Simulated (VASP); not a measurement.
A run of VASP 6.6.1 is set up as follows.

The input INCAR:

```
ALGO     = Normal         # electronic algorithm
EDIFF    = 1E-6           # SCF threshold, eV
ENCUT    = 520            # plane-wave cutoff, eV
GGA      = PE             # functional
ISIF     = 2              # what is computed and relaxed
ISMEAR   = 0              # smearing method
ISPIN    = 2              # spin polarisation
LASPH    = T              # aspherical terms in the spheres
LCHARG   = F              # write CHGCAR
LMAXMIX  = 4              # l up to which the mixer works
LORBIT   = 11             # projections on sites
LREAL    = Auto         
LWAVE    = F              # write WAVECAR
MAGMOM   = 0 0 1 1 0 0 0 0 0 0 0 0 0 0 0 0 # initial moments
NBANDS   = 62             # bands
NELM     = 150            # most SCF steps
PREC     = Accurate       # precision mode
SIGMA    = 0.1            # smearing width, eV
```

Contents of KPOINTS:

```
k-points
0
Gamma
  4 4 4
```

The input POSCAR:

```
Li2RuRhC6N6
1.0
    0.0000000000      5.2690428267      5.2690428267
    5.2690428267      0.0000000000      5.2690428267
    5.2690428267      5.2690428267      0.0000000000
Li Ru Rh C N
2 1 1 6 6
Direct
    0.2500000000      0.2500000000      0.2500000000
    0.7500000000      0.7500000000      0.7500000000
    0.0000000000      0.0000000000      0.0000000000
    0.5000000000      0.5000000000      0.5000000000
    0.8089934508      0.1910065492      0.1910065492
    0.1910065492      0.8089934508      0.1910065492
    0.1910065492      0.1910065492      0.8089934508
    0.1910065492      0.8089934508      0.8089934508
    0.8089934508      0.1910065492      0.8089934508
    0.8089934508      0.8089934508      0.1910065492
    0.6973630339      0.3026369661      0.3026369661
    0.3026369661      0.6973630339      0.3026369661
    0.3026369661      0.3026369661      0.6973630339
    0.3026369661      0.6973630339      0.6973630339
    0.6973630339      0.3026369661      0.6973630339
    0.6973630339      0.6973630339      0.3026369661
```

Potentials or basis: VASP PAW PBE potentials, release 64 (Li_sv, Ru_pv, Rh_pv, C, N).

Command:

```sh
$ cat potpaw_PBE.64/Li_sv/POTCAR potpaw_PBE.64/Ru_pv/POTCAR potpaw_PBE.64/Rh_pv/POTCAR potpaw_PBE.64/C/POTCAR potpaw_PBE.64/N/POTCAR > POTCAR
$ mpirun -np 1 vasp_std > vasp.out
```

Task: Estimate the net moment.

Result: 0.93 μB per cell.

Task: Predict the site moments.

Result: Li +0.00; Ru +0.03; Rh +0.68; C +0.00; N +0.03 μB.

Task: What does it give for the largest force?

Result: 0.372 eV/Å.

Forces on the atoms (eV/Å):
```
Li   0.000  0.000  0.000
Li   0.000  0.000  0.000
Ru   0.000  0.000  0.000
Rh   0.000  0.000  0.000
C   -0.367  0.000  0.000
C    0.000 -0.367  0.000
C    0.000  0.000 -0.367
C    0.367  0.000  0.000
C    0.000  0.367  0.000
C    0.000  0.000  0.367
N    0.372  0.000  0.000
N    0.000  0.372  0.000
N    0.000  0.000  0.372
N   -0.372  0.000  0.000
N    0.000 -0.372  0.000
N    0.000  0.000 -0.372
```
